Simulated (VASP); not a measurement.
Write the native input for VASP 6.6.1 that does the following.

- Task: single point
- Functional: PBE
- Potentials or basis: VASP PAW PBE potentials, release 64 (Hf_pv, C)
- Cutoff: 520 eV
- k mesh: 12 × 12 × 6
- Occupations: gaussian, width 0.05 eV
- Spin: no spin polarisation
- Dipole correction: no
- Further INCAR settings: ALGO = Normal; EDIFF = 1e-06; NBANDS = 22

The structure of HfC lies in POSCAR:

```
HfC
1.0
    3.2176022012      0.0000000000      0.0000000000
   -1.6088011006      2.7865252455      0.0000000000
    0.0000000000      0.0000000000      5.7027137347
Hf C
2 2
Direct
    0.0000000000      0.0000000000      0.0000000000
    0.0000000000      0.0000000000      0.5000000000
    0.3333333333      0.6666666667      0.2500000000
    0.6666666667      0.3333333333      0.7500000000
```

The input as run:

INCAR

```
PREC = Accurate
ENCUT = 520
EDIFF = 1E-6
ISMEAR = 0
SIGMA = 0.05
LREAL = F
LASPH = T
NELM = 100
ALGO = Normal
ISIF = 2
LWAVE = F
LCHARG = F
GGA = PE
NBANDS = 22
```

KPOINTS

```
Automatic mesh
0
Gamma
  12 12 6
```

Potentials or basis: VASP PAW PBE potentials, release 64 (Hf_pv, C).

Run with:

```console
$ cat potpaw_PBE.64/Hf_pv/POTCAR potpaw_PBE.64/C/POTCAR > POTCAR
$ mpirun -np 1 vasp_std > vasp.out
```

Results of the run:

```
Pressure               : 8.6 GPa
Band gap on the k mesh : zero (bands 14 and 15 overlap by 1.57 eV)
```

Caveat: the cell stands under pressure; spin-orbit coupling is left out, which moves the levels of the heavy elements.

Run time: 90 s on 1 thread of AMD EPYC 7R13, on a shared host, peak memory 0.21 GiB.
